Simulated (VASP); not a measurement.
A run of VASP 6.6.1:

The input INCAR:

```
SYSTEM = Pb
ALGO     = Normal         ! electronic algorithm
EDIFF    = 1E-7           ! SCF threshold, eV
ENCUT    = 520            ! plane-wave cutoff, eV
ISIF     = 2              ! what is computed and relaxed
ISMEAR   = -1             ! smearing method
LASPH    = .True.         ! aspherical terms in the spheres
LCHARG   = .True.         ! write CHGCAR
LELF     = .True.         ! ELF
LREAL    = .False.        ! projectors in reciprocal space
LVHAR    = .True.       
LWAVE    = .False.        ! write WAVECAR
NBANDS   = 36             ! bands
NELM     = 100            ! most SCF steps
PREC     = Accurate       ! precision mode
SIGMA    = 0.1            ! smearing width, eV
```

The input KPOINTS:

```
k-points
0
Gamma
  10 10 3
  0 0 0
```

Contents of POSCAR:

```
Pb
1.0
    3.4531235836      0.0000000000      0.0000000000
   -1.7265617918      2.9904927458      0.0000000000
    0.0000000000      0.0000000000     11.2133826644
Pb
4
Direct
    1.0000000000      1.0000000000      0.0000000000
    1.0000000000      1.0000000000      0.5000000000
    0.3333333333      0.6666666667      0.2500000000
    0.6666666667      0.3333333333      0.7500000000
```

Potentials or basis: VASP PAW LDA potentials, release 64 (Pb_d).

Run with:

```bash
$ cat potpaw_LDA.64/Pb_d/POTCAR > POTCAR
$ mpirun -np 1 vasp_std > vasp.out
```

Hardware: 1 thread of Intel Xeon 8259CL, with other jobs on the host.

Task: How long does it take, and how much memory?

Result: Run time: 2.8 min on 1 thread of Intel Xeon 8259CL, on a shared host, peak memory 0.24 GiB. Counts: scf iterations 12, k points 28.
